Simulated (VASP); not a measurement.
Write the native input for VASP 6.6.1 that does the following.

```
Task                   : single point
Functional             : BLYP
Potentials or basis    : VASP PAW PBE potentials, release 64 (Nb_sv)
Cutoff                 : 520 eV
k mesh                 : 10 × 10 × 15
Occupations            : fermi-dirac, width 0.1 eV
Spin                   : no spin polarisation
Dipole correction      : no
Further INCAR settings : ALGO = Normal; EDIFF = 1e-07; NBANDS = 26
```

The structure of Nb lies in POSCAR:

```
Nb
1.0
    4.9551073367      0.0000000000      0.0000000000
   -2.4775536684      4.2912488321      0.0000000000
    0.0000000000      0.0000000000      2.7149448905
Nb
3
Direct
    1.0000000000      0.0000000000      0.0000000000
    0.3333333333      0.6666666667      0.5000000000
    0.6666666667      0.3333333333      0.5000000000
```

This isn't the form of Nb at room conditions, which is bcc.

The input as run:

INCAR

```
PREC = Accurate
ENCUT = 520
EDIFF = 1E-7
ISMEAR = -1
SIGMA = 0.1
LREAL = F
LASPH = T
NELM = 100
ALGO = Normal
ISIF = 2
LWAVE = F
LCHARG = F
GGA = B5
ALDAX = 1.0
AGGAX = 1.0
AGGAC = 1.0
ALDAC = 0.0
NBANDS = 26
```

KPOINTS

```
Automatic mesh
0
Gamma
  10 10 15
```

Potentials or basis: VASP PAW PBE potentials, release 64 (Nb_sv).

Command:

```bash
$ cat potpaw_PBE.64/Nb_sv/POTCAR > POTCAR
$ mpirun -np 1 vasp_std > vasp.out
```

Results of the run:

```
Pressure               : -0.1 GPa
Band gap on the k mesh : zero (an odd number of electrons rules out a gap without spin polarisation)
```

Caveat: the PAW data sets were made with another functional, which shifts forces and pressure a little.

Wall time 5.7 min on 1 thread of Intel Xeon 8259CL (shared host), peak memory 0.26 GiB.
